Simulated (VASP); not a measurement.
Input of a VASP 6.6.1 run:

File POSCAR:

```
Se
1.0
    3.9666960000     -0.0414680000      0.0578860000
   -2.0192610000      3.5126610000      0.0048040000
    0.2462570000      0.1657760000     16.8451850000
Se
7
Direct
    0.3488020000      0.7320450000      0.1746220000
    0.6544180000      0.2925790000      0.6801200000
    0.3473710000      0.6566520000      0.3264610000
    0.6471050000      0.3904400000      0.8251070000
    0.3286000000      0.5979580000      0.5943570000
    0.6533580000      0.3203750000      0.0837090000
    0.3379550000      0.6824490000      0.8962890000
```

Contents of INCAR.step1:

```
PREC = Accurate
ENCUT = 440
ISMEAR = -1
SIGMA = 0.1
LREAL = False
LASPH = True
NELM = 120
NBANDS = 30
GGA = PE
ALGO = Normal
EDIFF = 1E-5
LWAVE = True
LCHARG = False
GGA_COMPAT = False
```

Contents of INCAR.step2:

```
PREC = Accurate
ENCUT = 440
EDIFF = 1E-6
ISMEAR = -1
SIGMA = 0.1
LREAL = False
LASPH = True
NELM = 120
ALGO = Normal
ISIF = 2
LWAVE = False
LCHARG = True
METAGGA = R2SCAN
LMIXTAU = True
LELF = True
LVHAR = True
NBANDS = 30
ISTART = 1
GGA_COMPAT = False
```

File KPOINTS:

```
Automatic mesh
0
Gamma
  5 5 1
  0.5 0 0.5
```

Potentials or basis: VASP PAW PBE potentials, release 64 (Se).

Command:

```sh
$ cat potpaw_PBE.64/Se/POTCAR > POTCAR
$ cp INCAR.step1 INCAR
$ mpirun -np 1 vasp_std > vasp.out
$ cp INCAR.step2 INCAR
$ mpirun -np 1 vasp_std > vasp.out
```

**Question.** Predict the band gap on the k mesh.

**Answer.** Zero (bands 21 and 22 overlap by 0.29 eV).

**Question.** What does it give for the largest force?

**Answer.** 2.348 eV/Å.

**Question.** What does it give for the pressure?

**Answer.** -1.2 GPa.

Forces in eV/Å, atoms in the order of the input:
```
Se   0.211 -0.013  1.813
Se   0.088  0.411 -0.307
Se  -0.152  0.396 -2.310
Se  -1.320  0.827 -0.015
Se  -0.042 -0.531 -0.116
Se  -0.048 -0.392  0.410
Se   1.263 -0.696  0.524
```

Caveat: the k points lie up to 0.37 Å⁻¹ apart; the PAW data sets were made with another functional, which shifts forces and pressure a little.
